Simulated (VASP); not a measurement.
# NiH4N (P-43m) in VASP: notebook

NiH4N is run at these levels: PBE; tasks: single point, relaxation of cell and atoms.

Everything below comes from runs of VASP 6.6.1. Logs are shortened: lines on timing, memory, paths and dates and some standing lists are left out, and cuts for length are marked.

**1. The cell of the first run**

Symmetry: P-43m, No. 215, cubic system. The conventional cell has a = 3.872 Å, b = 3.872 Å, c = 3.872 Å, α = 90.00°, β = 90.00°, γ = 90.00°. Within 3.0 Å of Ni (site symmetry -43m) lie 4 H at 2.30 Å. H (site symmetry 3m) has 1 N at 1.05 Å within 1.4 Å. Within 1.4 Å of N (site symmetry -43m) lie 4 H at 1.05 Å.

The cell was built from a structure type or drawn by symmetry, and may not be a known phase.

**2. Single point, PBE, collinear spin, ferromagnetic start**

INCAR reads:

```
SYSTEM = NiH4N
PREC = Accurate ; ENCUT = 520
EDIFF = 1E-7 ; ISMEAR = 0
SIGMA = 0.1 ; LREAL = .FALSE.
LASPH = .TRUE. ; NELM = 150
ALGO = Normal ; ISIF = 2
LWAVE = .FALSE. ; LCHARG = .FALSE.
ISPIN = 2 ; MAGMOM = 2 0 0 0 0 0
LORBIT = 11 ; LMAXMIX = 4
GGA = PE ; NBANDS = 22
```

KPOINTS reads:

```
regular mesh
0
G
  6 6 6
  0 0 0
```

POSCAR reads:

```
NiH4N
1.0
    3.8716451426      0.0000000000      0.0000000000
    0.0000000000      3.8716451426      0.0000000000
    0.0000000000      0.0000000000      3.8716451426
Ni H N
1 4 1
Direct
    0.5000000000      0.5000000000      0.5000000000
    0.1571251440      0.1571251440      0.1571251440
    0.1571251440      0.8428748560      0.8428748560
    0.8428748560      0.8428748560      0.1571251440
    0.8428748560      0.1571251440      0.8428748560
    0.0000000000      0.0000000000      0.0000000000
```

Potentials or basis: VASP PAW PBE potentials, release 64 (Ni, H, N).

Launch:

```bash
cat potpaw_PBE.64/Ni/POTCAR potpaw_PBE.64/H/POTCAR potpaw_PBE.64/N/POTCAR > POTCAR
mpirun -np 1 vasp_std > vasp.out
```

OUTCAR:

```text
SYSTEM = NiH4N
   PREC = Accurate
   ENCUT = 520
   EDIFF = 1E-7
   ISMEAR = 0
   LREAL = .FALSE.
   LASPH = .TRUE.
   NELM = 150
   ISIF = 2
   ISPIN = 2
   LORBIT = 11
   GGA = PE

 ion  position               nearest neighbor table
   1  0.500  0.500  0.500-
   2  0.157  0.157  0.157-   6 1.05
   3  0.157  0.843  0.843-   6 1.05
   4  0.843  0.843  0.157-   6 1.05
   5  0.843  0.157  0.843-   6 1.05
   6  0.000  0.000  0.000-   2 1.05   3 1.05   4 1.05   5 1.05

  LATTYP: Found a simple cubic cell.
 ALAT       =     3.8716451426

  Lattice vectors:

 A1 = (   3.8716451426,   0.0000000000,   0.0000000000)
 A2 = (   0.0000000000,   3.8716451426,   0.0000000000)
 A3 = (   0.0000000000,   0.0000000000,   3.8716451426)

Analysis of symmetry for initial positions (statically):
=====================================================================
 Subroutine PRICEL returns:
 Original cell was already a primitive cell.

 Routine SETGRP: Setting up the symmetry group for a
 simple cubic supercell.

 Subroutine GETGRP returns: Found 24 space group operations
 (whereof 24 operations were pure point group operations)
 out of a pool of 48 trial point group operations.

The static configuration has the point symmetry T_d .

Analysis of symmetry for dynamics (positions and initial velocities):
=====================================================================
 Subroutine PRICEL returns:
 Original cell was already a primitive cell.

 Routine SETGRP: Setting up the symmetry group for a
 simple cubic supercell.

 Subroutine GETGRP returns: Found 24 space group operations
 (whereof 24 operations were pure point group operations)
 out of a pool of 48 trial point group operations.

The dynamic configuration has the point symmetry T_d .

Analysis of structural, dynamic, and magnetic symmetry:
=====================================================================
 Subroutine PRICEL returns:
 Original cell was already a primitive cell.

 Routine SETGRP: Setting up the symmetry group for a
 simple cubic supercell.

 Subroutine GETGRP returns: Found 24 space group operations
 (whereof 24 operations were pure point group operations)
 out of a pool of 48 trial point group operations.

The overall configuration has the point symmetry T_d .

 Subroutine INISYM returns: Found 24 space group operations
 (whereof 24 operations are pure point group operations),
 and found     1 'primitive' translations

----------------------------------------------------------------------------------------

                                     Primitive cell

  volume of cell :      58.0346

  direct lattice vectors                    reciprocal lattice vectors
     3.871645143  0.000000000  0.000000000     0.258288134  0.000000000  0.000000000
     0.000000000  3.871645143  0.000000000     0.000000000  0.258288134  0.000000000
     0.000000000  0.000000000  3.871645143     0.000000000  0.000000000  0.258288134

  length of vectors
     3.871645143  3.871645143  3.871645143     0.258288134  0.258288134  0.258288134

  position of ions in fractional coordinates (direct lattice)
     0.500000000  0.500000000  0.500000000
     0.157125144  0.157125144  0.157125144
     0.157125144  0.842874856  0.842874856
     0.842874856  0.842874856  0.157125144
     0.842874856  0.157125144  0.842874856
     0.000000000  0.000000000  0.000000000

  ion indices of the primitive-cell ions
   primitive index   ion index
                 1           1
                 2           2
                 3           3
                 4           4
                 5           5
                 6           6

----------------------------------------------------------------------------------------

 KPOINTS: regular mesh

Automatic generation of k-mesh.
 Grid dimensions read from file:
 generate k-points for:    6    6    6

 Generating k-lattice:

  Cartesian coordinates                     Fractional coordinates (reciprocal lattice)
     0.043048022  0.000000000  0.000000000     0.166666667  0.000000000  0.000000000
     0.000000000  0.043048022  0.000000000     0.000000000  0.166666667  0.000000000
     0.000000000  0.000000000  0.043048022     0.000000000  0.000000000  0.166666667

  Length of vectors
     0.043048022  0.043048022  0.043048022

  Shift w.r.t. Gamma in fractional coordinates (k-lattice)
     0.000000000  0.000000000  0.000000000

 Subroutine IBZKPT returns following result:
 ===========================================

 Found     20 irreducible k-points:

 Following reciprocal coordinates:
            Coordinates               Weight
  0.000000  0.000000  0.000000      1.000000
  0.166667  0.000000  0.000000      6.000000
  0.333333  0.000000  0.000000      6.000000
  0.500000  0.000000  0.000000      3.000000
  0.166667  0.166667  0.000000     12.000000
  0.333333  0.166667  0.000000     24.000000
[... 12 lines left out ...]
  0.500000  0.500000  0.333333      6.000000
  0.500000  0.500000  0.500000      1.000000
   k-points           NKPTS =     20   k-points in BZ     NKDIM =     20   number of bands    NBANDS=     22
   number of dos      NEDOS =    301   number of ions     NIONS =      6
   total plane-waves  NPLWV =  27000
   dimension x,y,z NGX =    30 NGY =   30 NGZ =   30
   dimension x,y,z NGXF=    60 NGYF=   60 NGZF=   60
   ions per type =               1   4   1
   NGX,Y,Z   is equivalent  to a cutoff of  12.88, 12.88, 12.88 a.u.
   NGXF,Y,Z  is equivalent  to a cutoff of  25.76, 25.76, 25.76 a.u.
 SYSTEM =  NiH4N
   PREC   = accura    normal or accurate (medium, high low for compatibility)
   ISTART =      0    job   : 0-new  1-cont  2-samecut
   ICHARG =      2    charge: 1-file 2-atom 10-const
   ISPIN  =      2    spin polarized calculation?
   LNONCOLLINEAR =      F non collinear calculations
   LSORBIT =      F    spin-orbit coupling
   LASPH  =      T    aspherical Exc in radial PAW
   ENCUT  =  520.0 eV  38.22 Ry    6.18 a.u.   7.20  7.20  7.20*2*pi/ulx,y,z
   NELM   =    150;   NELMIN=  2; NELMDL= -5     # of ELM steps
   EDIFF  = 0.1E-06   stopping-criterion for ELM
   LREAL  =      F    real-space projection
   EDIFFG = 0.1E-05   stopping-criterion for IOM
   NSW    =      0    number of steps for IOM
   IBRION =     -1    ionic relax: 0-MD 1-quasi-New 2-CG
   NFREE  =      0    steps in history (QN), initial steepest desc. (CG)
   ISIF   =      2    stress and relaxation
   ISYM   =      2    0-nonsym 1-usesym 2-fastsym
   POTIM  = 0.5000    time-step for ionic-motion
   TEBEG  =    0.0;   TEEND  =   0.0 temperature during run
   PSTRESS=    0.0 pullay stress
   NELECT =      19.0000    total number of electrons
   NUPDOWN=      -1.0000    fix difference up-down
   EMIN   =  10.00;   EMAX   =-10.00  energy-range for DOS
   EFERMI =   0.00;   METHOD = LEGACY
   ISMEAR =     0;   SIGMA  =   0.10  broadening in eV -4-tet -1-fermi 0-gaus
   EFERMI_NEDOS =   21; number of points for ismear=-14 and -15
   IALGO  =     38    algorithm
   IMIX   =      4    mixing-type and parameters
     AMIX     =   0.40;   BMIX     =  1.00
     AMIX_MAG =   1.60;   BMIX_MAG =  1.00
  volume/ion in A,a.u.               =       9.67        65.27
  Fermi-wavevector in a.u.,A,eV,Ry     =   1.128315  2.132207 17.321515  1.273095
  Thomas-Fermi vector in A             =   2.265005
   LORBIT       =     11    0 simple, 1 ext, 2 COOP (PROOUT), +10 PAW based schemes
   GGA     = PE    functional components
   LHFCALC =     F    Hartree Fock is set to
   AEXX    =    0.0000 exact exchange contribution
   IVDW    =     0    specifies the selected vdW correction
   LEPSILON=     F    determine dielectric tensor
   LRPA    =     F    only Hartree local field effects (RPA)
 spin polarized calculation
 Gauss-broadening in eV      SIGMA  =   0.10
  energy-cutoff  :      520.00
  volume of cell :       58.03
 maximum number of plane-waves:      1596
 NGX is ok and might be reduce to    30
   NGX = 15   NGY = 15   NGZ = 15

 number of electron      19.0000015 magnetization       0.9295099

 Free energy of the ion-electron system (eV)
  ---------------------------------------------------
  ext. energy  EPLUGINS =         0.00000000
  ---------------------------------------------------
  free energy    TOTEN  =       -25.16054790 eV

  energy without entropy =      -25.13945048  energy(sigma->0) =      -25.14999919

 E-fermi :   1.7912     XC(G=0):  -8.5675

 val. band max:        1.7728970268   @ k =   0.3333   0.3333   0.1667
 cond. band min:       1.7996188019   @ k =   0.5000   0.3333   0.3333
 fundamental gap:      0.0267217751
 Fermi energy:         1.7911741944

 spin component 1

 k-point     1 :       0.0000    0.0000    0.0000
  band No.  band energies     occupation
      1     -18.1756      1.00000
      2      -7.4030      1.00000
      3      -7.4030      1.00000
      4      -7.4030      1.00000
      5      -1.5110      1.00000
      6       0.1434      1.00000
[... 469 lines left out ...]
     20      15.5535      0.00000
     21      19.6131      0.00000
 Fermi energy:         1.7911741944

 spin component 2

 k-point     1 :       0.0000    0.0000    0.0000
  band No.  band energies     occupation
      1     -18.1784      1.00000
      2      -7.4080      1.00000
      3      -7.4080      1.00000
      4      -7.4080      1.00000
      5      -1.4132      1.00000
      6       1.4096      1.00000
[... 469 lines left out ...]
     20      15.6249      0.00000
     21      19.5950      0.00000
 [bands above 21 left out]

------------------------ aborting loop because EDIFF is reached ----------------------------------------

  FORCE on cell =-STRESS in cart. coord.  units (eV):
  Direction    XX          YY          ZZ          XY          YZ          ZX
  --------------------------------------------------------------------------------------
  -------------------------------------------------------------------------------------
  Total       -0.0039139     -0.0039139     -0.0039139      0.0000000     -0.0000000     -0.0000000
  in kB       -0.1080523     -0.1080523     -0.1080523      0.0000000     -0.0000000     -0.0000000
  external PRESSURE =      -0.1080523 kB  Pullay stress =       0.0000000 kB

 VOLUME and BASIS-vectors are now :
 -----------------------------------------------------------------------------
  energy-cutoff  :      520.00
  volume of cell :       58.03
      direct lattice vectors                 reciprocal lattice vectors
     3.871645143  0.000000000  0.000000000     0.258288134  0.000000000  0.000000000
     0.000000000  3.871645143  0.000000000     0.000000000  0.258288134  0.000000000
     0.000000000  0.000000000  3.871645143     0.000000000  0.000000000  0.258288134

 POSITION                                       TOTAL-FORCE (eV/Angst)
 -----------------------------------------------------------------------------------
      1.93582      1.93582      1.93582        -0.000000     -0.000000     -0.000000
      0.60833      0.60833      0.60833         0.007042      0.007042      0.007042
      0.60833      3.26331      3.26331         0.007042     -0.007042     -0.007042
      3.26331      3.26331      0.60833        -0.007042     -0.007042      0.007042
      3.26331      0.60833      3.26331        -0.007042      0.007042     -0.007042
      0.00000      0.00000      0.00000        -0.000000     -0.000000     -0.000000
 -----------------------------------------------------------------------------------
    total drift:                                0.000000      0.000000      0.000000

  FREE ENERGIE OF THE ION-ELECTRON SYSTEM (eV)
  ---------------------------------------------------
  free  energy   TOTEN  =       -25.1605479034 eV

  energy  without entropy=      -25.1394504757  energy(sigma->0) =      -25.14999919

 total charge

# of ion       s       p       d       tot
------------------------------------------
    1        0.539   0.043   8.346   8.927
    2        0.586   0.079   0.000   0.665
    3        0.586   0.079   0.000   0.665
    4        0.586   0.079   0.000   0.665
    5        0.586   0.079   0.000   0.665
    6        1.249   2.777   0.000   4.026
--------------------------------------------------
tot          4.131   3.137   8.346  15.614

 magnetization (x)

# of ion       s       p       d       tot
------------------------------------------
    1        0.051  -0.003   0.869   0.917
    2       -0.000  -0.000   0.000  -0.000
    3       -0.000  -0.000   0.000  -0.000
    4       -0.000  -0.000   0.000  -0.000
    5       -0.000  -0.000   0.000  -0.000
    6       -0.003   0.004   0.000   0.001
--------------------------------------------------
tot          0.047   0.000   0.869   0.916
```

Wall time 64 s (1 thread of Intel Xeon 8259CL, shared host); peak memory 0.21 GiB.

Results:

* Free energy: -25.1605 eV
* Pressure: 0.0 GPa
* Largest force: 0.012 eV/Å
* Net moment: 0.93 μB per cell
* Site moments: Ni +0.92; H -0.00; N +0.00 μB
* Valence electrons inside the program's atomic spheres: Ni 8.93; H 0.67; N 4.03

Forces on the atoms (eV/Å):
```
Ni   0.000  0.000  0.000
H    0.007  0.007  0.007
H    0.007 -0.007 -0.007
H   -0.007 -0.007  0.007
H   -0.007  0.007 -0.007
N    0.000  0.000  0.000
```

Levels at points of the mesh, in eV from the Fermi level:
Spin up:
| k point | band 6 | band 7 | band 8 | band 9 | band 10 | band 11 | band 12 | band 13 | band 14 | band 15 |
| --- | --- | --- | --- | --- | --- | --- | --- | --- | --- | --- |
| (0.00, 0.00, 0.00) | -1.65 | -1.65 | -0.89 | -0.89 | -0.89 | 5.81 | 5.81 | 5.81 | 6.22 | 6.22 |
| (0.50, 0.00, 0.00) | -1.53 | -0.91 | -0.91 | -0.90 | -0.46 | 0.21 | 4.78 | 4.78 | 7.51 | 9.19 |
| (0.50, 0.50, 0.00) | -1.23 | -1.20 | -1.02 | -1.02 | -0.41 | 2.62 | 2.62 | 4.70 | 7.31 | 7.31 |
| (0.50, 0.50, 0.50) | -1.20 | -0.97 | -0.97 | -0.97 | 1.42 | 1.51 | 1.51 | 1.51 | 7.59 | 7.59 |
Spin down:
| k point | band 6 | band 7 | band 8 | band 9 | band 10 | band 11 | band 12 | band 13 |
| --- | --- | --- | --- | --- | --- | --- | --- | --- |
| (0.00, 0.00, 0.00) | -0.38 | -0.38 | -0.38 | -0.37 | -0.37 | 5.88 | 5.88 | 5.88 |
| (0.50, 0.00, 0.00) | -0.42 | -0.41 | -0.41 | -0.26 | 0.27 | 0.40 | 4.84 | 4.84 |
| (0.50, 0.50, 0.00) | -0.78 | -0.53 | -0.53 | 0.23 | 0.46 | 2.67 | 2.67 | 4.76 |
| (0.50, 0.50, 0.50) | -0.49 | -0.49 | 0.24 | 0.24 | 1.55 | 1.55 | 1.55 | 1.68 |

Caveat: a cell with one magnetic atom can't hold antiferromagnetic order, which such compounds often take.

**3. Relaxation of cell and atoms, PBE, collinear spin, ferromagnetic start**

This run uses another cell than the first one, of 7.24 Å³/atom.

INCAR reads:

```
  PREC = Accurate
  ENCUT = 600
  EDIFF = 1E-6
  ISMEAR = 0
  SIGMA = 0.1
  LREAL = False
  LASPH = True
  NELM = 150
  ALGO = Normal
  ISIF = 3
  LWAVE = False
  LCHARG = False
  ISPIN = 2
  MAGMOM = 2 0 0 0 0 0
  LORBIT = 11
  LMAXMIX = 4
  GGA = PE
  IBRION = 2
  NSW = 90
  EDIFFG = -0.04
```

KPOINTS reads:

```
Automatic mesh
0
Gamma
  6 6 6
```

POSCAR reads:

```
NiH4N
1.0
    3.5159396700      0.0000000000      0.0000000000
    0.0000000000      3.5159396700      0.0000000000
    0.0000000000      0.0000000000      3.5159396700
Ni H N
1 4 1
Direct
    0.5000000000      0.5000000000      0.5000000000
    0.1480000000      0.1480000000      0.1480000000
    0.1480000000      0.8520000000      0.8520000000
    0.8520000000      0.8520000000      0.1480000000
    0.8520000000      0.1480000000      0.8520000000
    0.0000000000      0.0000000000      0.0000000000
```

Potentials or basis: VASP PAW PBE potentials, release 64 (Ni, H, N).

Launch:

```bash
cat potpaw_PBE.64/Ni/POTCAR potpaw_PBE.64/H/POTCAR potpaw_PBE.64/N/POTCAR > POTCAR
mpirun -np 1 vasp_std > vasp.out
```

Wall time 5.8 min (1 thread of Intel Xeon 8259CL, shared host); peak memory 0.2 GiB.

The run converged. Its results:

* Free energy: -25.0824 eV
* Relaxed volume: 8.77 Å³/atom
* Relaxed cell: a = 3.747 Å, b = 3.747 Å, c = 3.747 Å, α = 90.00°, β = 90.00°, γ = 90.00°
* Space group after relaxing (to 0.1 Å): P-43m (No. 215)
* Energy gained by relaxing: 392.7 meV/atom
* Ionic steps: 14
* Pressure after relaxing: -0.3 GPa
* Largest force after relaxing: 0.024 eV/Å
* Net moment: 0.00 μB per cell
* Valence electrons inside the program's atomic spheres: Ni 8.99; H 0.66; N 4.01

Forces on the atoms (eV/Å):
```
Ni   0.000  0.000  0.000
H   -0.014 -0.014 -0.014
H   -0.014  0.014  0.014
H    0.014  0.014 -0.014
H    0.014 -0.014  0.014
N    0.000  0.000  0.000
```

The path:
```
step  energy change (eV)  largest force (eV/Å)  pressure (GPa)  volume (Å³)
   1              0.0000                8.3368           44.38        43.46
   2              0.6941                2.0766          -20.87        57.35
   3             -0.6476                2.3727          -18.36        53.69
   4             -1.6032                2.0894          -13.39        51.01
   5             -2.3249                0.0593            2.50        47.14
   6             -2.3259                0.1703            1.15        47.37
   7             -2.3266                0.0900            1.53        47.29
   8             -2.3319                0.1075            1.27        47.75
   9             -2.3439                0.1587            0.21        49.14
  10             -2.3515                0.2482           -1.39        52.01
  11             -2.3546                0.1467           -0.80        52.29
  12             -2.3557                0.0756           -0.55        52.48
  13             -2.3554                0.0739            0.08        52.85
  14             -2.3560                0.0240           -0.28        52.61
```

Final structure:
```
Ni H N
1.0
     3.74700    0.00000    0.00000
     0.00000    3.74700    0.00000
     0.00000    0.00000    3.74700
Ni H N
1 4 1
Cartesian
  1.8735 1.8735 1.8735
  0.6122 0.6122 0.6122
  0.6122 3.1348 3.1348
  3.1348 3.1348 0.6122
  3.1348 0.6122 3.1348
  0.0000 0.0000 0.0000
```

Levels at points of the mesh, in eV from the Fermi level:
Spin up:
```
           k point  band 7  band 8  band 9  band 10  band 11  band 12
(0.00, 0.00, 0.00)   -0.67   -0.20   -0.20    -0.20     6.34     6.34
(0.50, 0.00, 0.00)   -0.26   -0.21   -0.21     0.37     0.44     5.10
(0.50, 0.50, 0.00)   -0.38   -0.38   -0.01     0.38     3.06     3.06
(0.50, 0.50, 0.50)   -0.28    0.00    0.00     1.58     1.58     1.58
```
Spin down:
```
           k point  band 6  band 7  band 8  band 9  band 10  band 11  band 12  band 13
(0.00, 0.00, 0.00)   -0.67   -0.67   -0.20   -0.20    -0.20     6.34     6.34     6.34
(0.50, 0.00, 0.00)   -0.56   -0.26   -0.21   -0.21     0.37     0.44     5.10     5.10
(0.50, 0.50, 0.00)   -0.66   -0.38   -0.38   -0.01     0.38     3.06     3.06     5.28
(0.50, 0.50, 0.50)   -0.28   -0.28    0.00    0.00     1.58     1.58     1.58     1.98
```

Caveat: the volume moved by over 15 % at a fixed basis, so the end points are rough. With open d or f shells a metallic result of PBE can be an artefact of self-interaction; +U or a hybrid may open a gap.
